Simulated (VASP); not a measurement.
# SnSe (P4/nmm) in VASP: notebook, part 2 of 2

VASP 6.6.1.

### 3 Single point, PBE

The input, INCAR:

```
PREC     = Accurate       # precision mode
ENCUT    = 520            # plane-wave cutoff, eV
EDIFF    = 1E-7           # SCF threshold, eV
ISMEAR   = 0              # smearing method
SIGMA    = 0.01           # smearing width, eV
LREAL    = F              # projectors in reciprocal space
LASPH    = T              # aspherical terms in the spheres
NELM     = 80             # most SCF steps
ALGO     = Normal         # electronic algorithm
ISIF     = 2              # what is computed and relaxed
LWAVE    = F              # write WAVECAR
LCHARG   = F              # write CHGCAR
GGA      = PE             # functional
NBANDS   = 28             # bands
```

The input, KPOINTS:

```
Automatic mesh
0
Gamma
  4 4 2
```

The input, POSCAR:

```
SnSe
1.0
    4.2193394297      0.0000000000      0.0000000000
    0.0000000000      4.2193394297      0.0000000000
    0.0000000000      0.0000000000      5.9930256300
Sn Se
2 2
Direct
    0.5000000000      0.0000000000      0.2500916060
    0.0000000000      0.5000000000      0.7499083940
    0.5000000000      0.0000000000      0.7498972714
    0.0000000000      0.5000000000      0.2501027286
```

Potentials or basis: VASP PAW PBE potentials, release 64 (Sn_d, Se).

The run is started by

```sh
$ cat potpaw_PBE.64/Sn_d/POTCAR potpaw_PBE.64/Se/POTCAR > POTCAR
$ mpirun -np 1 vasp_std > vasp.out
```

OUTCAR:

```text
PREC = Accurate
   ENCUT = 520
   EDIFF = 1E-7
   ISMEAR = 0
   LREAL = F
   LASPH = T
   NELM = 80
   ISIF = 2
   GGA = PE

 ion  position               nearest neighbor table
   1  0.500  0.000  0.250-   4 2.98   4 2.98   4 2.98   4 2.98   3 3.00   3 3.00
   2  0.000  0.500  0.750-   3 2.98   3 2.98   3 2.98   3 2.98   4 3.00   4 3.00
   3  0.500  0.000  0.750-   2 2.98   2 2.98   2 2.98   2 2.98   1 3.00   1 3.00
   4  0.000  0.500  0.250-   1 2.98   1 2.98   1 2.98   1 2.98   2 3.00   2 3.00

  LATTYP: Found a simple tetragonal cell.
 ALAT       =     4.2193394297
 C/A-ratio  =     1.4203705888

  Lattice vectors:

 A1 = (   4.2193394297,   0.0000000000,   0.0000000000)
 A2 = (   0.0000000000,   4.2193394297,   0.0000000000)
 A3 = (   0.0000000000,   0.0000000000,   5.9930256300)

Analysis of symmetry for initial positions (statically):
=====================================================================
 Subroutine PRICEL returns:
 Original cell was already a primitive cell.

 Routine SETGRP: Setting up the symmetry group for a
 simple tetragonal supercell.

 Subroutine GETGRP returns: Found 16 space group operations
 (whereof  8 operations were pure point group operations)
 out of a pool of 16 trial point group operations.

The static configuration has the point symmetry D_2d.
 The point group associated with its full space group is D_4h.

Analysis of symmetry for dynamics (positions and initial velocities):
=====================================================================
 Subroutine PRICEL returns:
 Original cell was already a primitive cell.

 Routine SETGRP: Setting up the symmetry group for a
 simple tetragonal supercell.

 Subroutine GETGRP returns: Found 16 space group operations
 (whereof  8 operations were pure point group operations)
 out of a pool of 16 trial point group operations.

The dynamic configuration has the point symmetry D_2d.
 The point group associated with its full space group is D_4h.

 Subroutine INISYM returns: Found 16 space group operations
 (whereof  8 operations are pure point group operations),
 and found     1 'primitive' translations

----------------------------------------------------------------------------------------

                                     Primitive cell

  volume of cell :     106.6928

  direct lattice vectors                    reciprocal lattice vectors
     4.219339430  0.000000000  0.000000000     0.237003924  0.000000000  0.000000000
     0.000000000  4.219339430  0.000000000     0.000000000  0.237003924  0.000000000
     0.000000000  0.000000000  5.993025630     0.000000000  0.000000000  0.166860625

  length of vectors
     4.219339430  4.219339430  5.993025630     0.237003924  0.237003924  0.166860625

  position of ions in fractional coordinates (direct lattice)
     0.500000000  0.000000000  0.250091606
     0.000000000  0.500000000  0.749908394
     0.500000000  0.000000000  0.749897271
     0.000000000  0.500000000  0.250102729

  ion indices of the primitive-cell ions
   primitive index   ion index
                 1           1
                 2           2
                 3           3
                 4           4

[... 24 lines left out ...]
 Found     12 irreducible k-points:

 Following reciprocal coordinates:
            Coordinates               Weight
  0.000000  0.000000  0.000000      1.000000
  0.250000  0.000000  0.000000      4.000000
  0.500000  0.000000  0.000000      2.000000
  0.250000  0.250000  0.000000      4.000000
  0.500000  0.250000  0.000000      4.000000
  0.500000  0.500000  0.000000      1.000000
  0.000000  0.000000  0.500000      1.000000
  0.250000  0.000000  0.500000      4.000000
  0.500000  0.000000  0.500000      2.000000
  0.250000  0.250000  0.500000      4.000000
  0.500000  0.250000  0.500000      4.000000
  0.500000  0.500000  0.500000      1.000000
   k-points           NKPTS =     12   k-points in BZ     NKDIM =     12   number of bands    NBANDS=     28
   number of dos      NEDOS =    301   number of ions     NIONS =      4
   total plane-waves  NPLWV =  49152
   dimension x,y,z NGX =    32 NGY =   32 NGZ =   48
   dimension x,y,z NGXF=    64 NGYF=   64 NGZF=   96
   ions per type =               2   2
   NGX,Y,Z   is equivalent  to a cutoff of  12.61, 12.61, 13.32 a.u.
   NGXF,Y,Z  is equivalent  to a cutoff of  25.22, 25.22, 26.63 a.u.
 SYSTEM =  unknown system
   PREC   = accura    normal or accurate (medium, high low for compatibility)
   ISTART =      0    job   : 0-new  1-cont  2-samecut
   ICHARG =      2    charge: 1-file 2-atom 10-const
   ISPIN  =      1    spin polarized calculation?
   LNONCOLLINEAR =      F non collinear calculations
   LSORBIT =      F    spin-orbit coupling
   LASPH  =      T    aspherical Exc in radial PAW
   ENCUT  =  520.0 eV  38.22 Ry    6.18 a.u.   7.85  7.85 11.14*2*pi/ulx,y,z
   NELM   =     80;   NELMIN=  2; NELMDL= -5     # of ELM steps
   EDIFF  = 0.1E-06   stopping-criterion for ELM
   LREAL  =      F    real-space projection
   EDIFFG = 0.1E-05   stopping-criterion for IOM
   NSW    =      0    number of steps for IOM
   IBRION =     -1    ionic relax: 0-MD 1-quasi-New 2-CG
   NFREE  =      0    steps in history (QN), initial steepest desc. (CG)
   ISIF   =      2    stress and relaxation
   ISYM   =      2    0-nonsym 1-usesym 2-fastsym
   POTIM  = 0.5000    time-step for ionic-motion
   TEBEG  =    0.0;   TEEND  =   0.0 temperature during run
   PSTRESS=    0.0 pullay stress
   NELECT =      40.0000    total number of electrons
   NUPDOWN=      -1.0000    fix difference up-down
   EMIN   =  10.00;   EMAX   =-10.00  energy-range for DOS
   EFERMI =   0.00;   METHOD = LEGACY
   ISMEAR =     0;   SIGMA  =   0.01  broadening in eV -4-tet -1-fermi 0-gaus
   EFERMI_NEDOS =   21; number of points for ismear=-14 and -15
   IALGO  =     38    algorithm
   IMIX   =      4    mixing-type and parameters
     AMIX     =   0.40;   BMIX     =  1.00
     AMIX_MAG =   1.60;   BMIX_MAG =  1.00
  volume/ion in A,a.u.               =      26.67       180.00
  Fermi-wavevector in a.u.,A,eV,Ry     =   1.180456  2.230738 18.959397  1.393476
  Thomas-Fermi vector in A             =   2.316748
   LORBIT       =      0    0 simple, 1 ext, 2 COOP (PROOUT), +10 PAW based schemes
   GGA     = PE    functional components
   LHFCALC =     F    Hartree Fock is set to
   AEXX    =    0.0000 exact exchange contribution
   IVDW    =     0    specifies the selected vdW correction
   LEPSILON=     F    determine dielectric tensor
   LRPA    =     F    only Hartree local field effects (RPA)
 non-spin polarized calculation
 Gauss-broadening in eV      SIGMA  =   0.01
  energy-cutoff  :      520.00
  volume of cell :      106.69
 maximum number of plane-waves:      2916
 NGX is ok and might be reduce to    32
   NGX = 15   NGY = 15   NGZ = 23

 number of electron      40.0000002 magnetization

 Free energy of the ion-electron system (eV)
  ---------------------------------------------------
  ext. energy  EPLUGINS =         0.00000000
  ---------------------------------------------------
  free energy    TOTEN  =       -16.04353126 eV

  energy without entropy =      -16.04353126  energy(sigma->0) =      -16.04353126

 E-fermi :   5.8554     XC(G=0):  -9.7182

 val. band max:        5.7952894818   @ k =   0.5000   0.0000   0.5000
 cond. band min:       6.4758370120   @ k =   0.5000   0.0000   0.5000
 fundamental gap:      0.6805475302
 Fermi energy:         5.8553853255

 k-point     1 :       0.0000    0.0000    0.0000
  band No.  band energies     occupation
      1     -15.8713      2.00000
      2     -15.8404      2.00000
      3     -15.8301      2.00000
      4     -15.8301      2.00000
      5     -15.8111      2.00000
      6     -15.8111      2.00000
[... 361 lines left out ...]
     27      13.1182      0.00000
     28      13.1190      0.00000

------------------------ aborting loop because EDIFF is reached ----------------------------------------

  FORCE on cell =-STRESS in cart. coord.  units (eV):
  Direction    XX          YY          ZZ          XY          YZ          ZX
  --------------------------------------------------------------------------------------
  -------------------------------------------------------------------------------------
  Total       -0.1920056     -0.1920056      3.9611082      0.0000000     -0.0000000      0.0000000
  in kB       -2.8832970     -2.8832970     59.4829122      0.0000000     -0.0000000      0.0000000
  external PRESSURE =      17.9054394 kB  Pullay stress =       0.0000000 kB

 VOLUME and BASIS-vectors are now :
 -----------------------------------------------------------------------------
  energy-cutoff  :      520.00
  volume of cell :      106.69
      direct lattice vectors                 reciprocal lattice vectors
     4.219339430  0.000000000  0.000000000     0.237003924  0.000000000  0.000000000
     0.000000000  4.219339430  0.000000000     0.000000000  0.237003924  0.000000000
     0.000000000  0.000000000  5.993025630     0.000000000  0.000000000  0.166860625

 POSITION                                       TOTAL-FORCE (eV/Angst)
 -----------------------------------------------------------------------------------
      2.10967      0.00000      1.49881        -0.000000     -0.000000      0.000593
      0.00000      2.10967      4.49422         0.000000     -0.000000     -0.000593
      2.10967      0.00000      4.49415        -0.000000     -0.000000      0.000257
      0.00000      2.10967      1.49887         0.000000      0.000000     -0.000257
 -----------------------------------------------------------------------------------
    total drift:                                0.000000      0.000000     -0.000000

  FREE ENERGIE OF THE ION-ELECTRON SYSTEM (eV)
  ---------------------------------------------------
  free  energy   TOTEN  =       -16.0435312641 eV

  energy  without entropy=      -16.0435312641  energy(sigma->0) =      -16.04353126
```

It took 25 s on 1 thread of Intel Xeon Platinum 8375C at 2.90GHz (Ice Lake), shared host; peak memory 0.22 GiB.

Results:

```
Free energy            : -16.0435 eV
Pressure               : 1.8 GPa
Band gap on the k mesh : 0.68 eV
```

Stress tensor (GPa, compression positive):
```
-0.29  0.00  0.00
 0.00 -0.29  0.00
 0.00  0.00  5.95
```

Caveat: the k points lie up to 0.52 Å⁻¹ apart; spin-orbit coupling is left out, which moves the levels of the heavy elements. A k mesh can miss the band edges.

### 4 Single point, r2SCAN

POSCAR is that of step 3.

The input, INCAR.step1:

```
ALGO = Normal ; EDIFF = 1E-4
ENCUT = 520 ; GGA = PE
ISMEAR = 0 ; LASPH = T
LCHARG = F ; LREAL = F
LWAVE = T ; NBANDS = 28
NELM = 100 ; PREC = Accurate
SIGMA = 0.01
```

The input, INCAR.step2:

```
ALGO = Normal ; EDIFF = 1E-6
ENCUT = 520 ; ISIF = 2
ISMEAR = 0 ; ISTART = 1
LASPH = T ; LCHARG = T
LELF = T ; LMIXTAU = T
LREAL = F ; LVHAR = T
LWAVE = F ; METAGGA = R2SCAN
NBANDS = 28 ; NELM = 100
PREC = Accurate ; SIGMA = 0.01
```

The input, KPOINTS:

```
k-points
0
Gamma
  4 4 2
```

The run is started by

```sh
$ cat potpaw_PBE.64/Sn_d/POTCAR potpaw_PBE.64/Se/POTCAR > POTCAR
$ cp INCAR.step1 INCAR
$ mpirun -np 1 vasp_std > vasp.out
$ cp INCAR.step2 INCAR
$ mpirun -np 1 vasp_std > vasp.out
```

Run time: 78 s. Hardware: 1 thread of Intel Xeon Platinum 8375C at 2.90GHz (Ice Lake), shared host; peak memory 0.23 GiB.

The run converged. Its results:

* Free energy: -79.3473 eV
* Pressure: 0.7 GPa
* Band gap on the k mesh: 0.56 eV

Stress tensor (GPa, compression positive):
```
-1.34  0.00  0.00
 0.00 -1.34  0.00
 0.00  0.00  4.77
```

Levels at points of the mesh, in eV from the valence-band top:
```tsv
k point	band 16	band 17	band 18	band 19	band 20	band 21	band 22	band 23	band 24	band 25
(0.00, 0.00, 0.00)	-4.19	-4.19	-2.71	-2.71	-2.67	3.07	4.38	4.49	4.49	5.62
(0.50, 0.00, 0.00)	-4.52	-2.54	-2.54	-0.74	-0.74	1.22	1.22	1.63	1.63	4.33
(0.50, 0.50, 0.00)	-6.10	-4.23	-4.23	-4.18	-4.18	3.05	3.05	5.53	5.53	5.65
(0.00, 0.00, 0.50)	-3.53	-3.52	-3.52	-2.03	-2.02	2.14	2.15	4.02	4.02	4.65
(0.50, 0.00, 0.50)	-2.43	-2.41	-2.41	0.00	0.00	0.56	0.56	1.13	1.13	1.13
(0.50, 0.50, 0.50)	-5.31	-5.31	-5.31	-1.14	-1.14	1.47	1.47	4.95	4.95	4.95
```

Caveat: the k points lie up to 0.52 Å⁻¹ apart; the PAW data sets were made with another functional, which shifts forces and pressure a little; spin-orbit coupling is left out, which moves the levels of the heavy elements.

### 5 Summary

```csv
level,potentials or basis,gap on the mesh (eV),pressure (GPa)
LDA,"VASP PAW LDA potentials, release 64 (Sn_d, Se)",0.72,-2.5
PBE,"VASP PAW PBE potentials, release 64 (Sn_d, Se)",0.68,1.8
r2SCAN,"VASP PAW PBE potentials, release 64 (Sn_d, Se)",0.56,0.7
```

Alike in all rows: task single point; no spin polarisation; cell as given; k mesh 4 × 4 × 2; cutoff (eV) 520; smearing gaussian 0.01 eV.

Caveats: all runs use coarse meshes; spin-orbit coupling is left out, which moves the levels of the heavy elements; the PAW data sets were made with another functional, which shifts forces and pressure a little (some runs).

Total energies depend on the potentials used, so only differences within one code and one set of settings carry meaning.
